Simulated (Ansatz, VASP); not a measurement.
## CdP3 in VASP and in Ansatz

```
CELL_PARAMETERS angstrom
7.11599 0.00000 0.00000
-3.55800 6.16263 0.00000
0.00000 0.00000 5.15123
ATOMIC_POSITIONS crystal
Cd 0.33333 0.66667 0.25000
Cd 0.66667 0.33333 0.75000
P 0.89708 0.79415 0.25000
P 0.10292 0.89708 0.75000
P 0.20585 0.10292 0.25000
P 0.10292 0.20585 0.75000
P 0.89708 0.10292 0.25000
P 0.79415 0.89708 0.75000
```

Alike in both runs: task relaxation of cell and atoms; functional PBE; k mesh 6 × 6 × 8; occupations gaussian, width 0.1 eV; no spin polarisation.

|  | VASP | Ansatz |
| --- | --- | --- |
| version | VASP 6.6.1 | Ansatz 0.2.0 |
| potentials or method | VASP PAW PBE potentials, release 64 (Cd, P), cutoff 600 eV | scalar-relativistic, plane waves, PAW |
| valence electrons in the cell | 54 | 70 |

|  | VASP | Ansatz | Ansatz less VASP |
| --- | --- | --- | --- |
| gap on the k mesh at the Fermi level, each at its own relaxed structure (eV) | none | none | - |
| relaxed volume (Å³/atom) | 28.19 | 28.24 | +0.048 |
| relaxed length of the cell vector where the two differ most in proportion (Å) | 7.110 | 7.116 | +0.0056 |

A gap of «none» marks a metal or a gap that the smearing closes. VASP's potentials hold 54 valence electrons a cell and Ansatz's 70, so a difference there can come from the potentials and not from the codes.
